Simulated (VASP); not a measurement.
Input of a VASP 6.6.1 run:

POSCAR

```
Y
1.0
    0.0000000000      3.3102042233      3.3102042233
    3.3102042233      0.0000000000      3.3102042233
    3.3102042233      3.3102042233      0.0000000000
Y
2
Direct
    0.1250000000      0.1250000000      0.1250000000
    0.8750000000      0.8750000000      0.8750000000
```

Contents of INCAR.step1:

```
ALGO = Normal ; EDIFF = 1E-4
ENCUT = 520 ; GGA = PE
ISMEAR = -1 ; LASPH = T
LCHARG = F ; LREAL = F
LWAVE = T ; NBANDS = 18
NELM = 100 ; PREC = Accurate
SIGMA = 0.1
```

INCAR.step2

```
ALGO = Normal ; EDIFF = 1E-6
ENCUT = 520 ; ISIF = 2
ISMEAR = -1 ; ISTART = 1
LASPH = T ; LCHARG = F
LMIXTAU = T ; LREAL = F
LWAVE = F ; METAGGA = R2SCAN
NBANDS = 18 ; NELM = 100
PREC = Accurate ; SIGMA = 0.1
```

Contents of KPOINTS:

```
k-points
0
Gamma
  9 9 9
```

Potentials or basis: VASP PAW PBE potentials, release 64 (Y_sv).

The run is started by

```console
$ cat potpaw_PBE.64/Y_sv/POTCAR > POTCAR
$ cp INCAR.step1 INCAR
$ mpirun -np 1 vasp_std > vasp.out
$ cp INCAR.step2 INCAR
$ mpirun -np 1 vasp_std > vasp.out
```

(1) Predict the pressure.

(2) Estimate the band gap on the k mesh.

Results:

(1) 1.3 GPa.

(2) zero (bands 11 and 12 overlap by 0.88 eV).

Caveat: the PAW data sets were made with another functional, which shifts forces and pressure a little.
